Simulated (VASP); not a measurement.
Wanted: the native input for a VASP 6.6.1 run.

| Quantity | Value |
| --- | --- |
| Task | single point |
| Functional | LDA |
| Potentials or basis | VASP PAW LDA potentials, release 64 (Ge_d) |
| Cutoff | 520 eV |
| k mesh | 8 × 8 × 7 |
| Occupations | methfessel-paxton, width 0.05 eV |
| Spin | no spin polarisation |
| Dipole correction | no |
| Further INCAR settings | ALGO = Normal; EDIFF = 1e-06; NBANDS = 13 |

The structure of Ge lies in POSCAR:

```
Ge
1.0
    1.3971490000     -2.6005160000      0.0000000000
    1.3971490000      2.6005160000      0.0000000000
    0.0000000000      0.0000000000      2.6982310000
Ge
1
Direct
    0.5000000000      0.5000000000      0.0000000000
```

The input as run:

INCAR

```
PREC     = Accurate       # precision mode
ENCUT    = 520            # plane-wave cutoff, eV
EDIFF    = 1E-6           # SCF threshold, eV
ISMEAR   = 1              # smearing method
SIGMA    = 0.05           # smearing width, eV
LREAL    = False          # projectors in reciprocal space
LASPH    = True           # aspherical terms in the spheres
NELM     = 80             # most SCF steps
ALGO     = Normal         # electronic algorithm
ISIF     = 2              # what is computed and relaxed
LWAVE    = False          # write WAVECAR
LCHARG   = True           # write CHGCAR
GGA      = CA             # functional
LELF     = True           # ELF
LVHAR    = True         
NBANDS   = 13             # bands
```

KPOINTS

```
regular mesh
0
Gamma
  8 8 7
```

Potentials or basis: VASP PAW LDA potentials, release 64 (Ge_d).

Command:

```sh
$ cat potpaw_LDA.64/Ge_d/POTCAR > POTCAR
$ mpirun -np 1 vasp_std > vasp.out
```

Results of the run:

```yaml
Pressure: -5.8 GPa
Band_gap_on_the_k_mesh: zero (bands 7 and 8 overlap by 8.53 eV)
```

Caveat: the cell stands under tension.

Run time: 8.4 s on 1 thread of Intel(R) Xeon(R) Platinum 8259CL CPU @ 2.50GHz (Skylake/Cascade Lake), with other jobs on the host, peak memory 0.13 GiB.
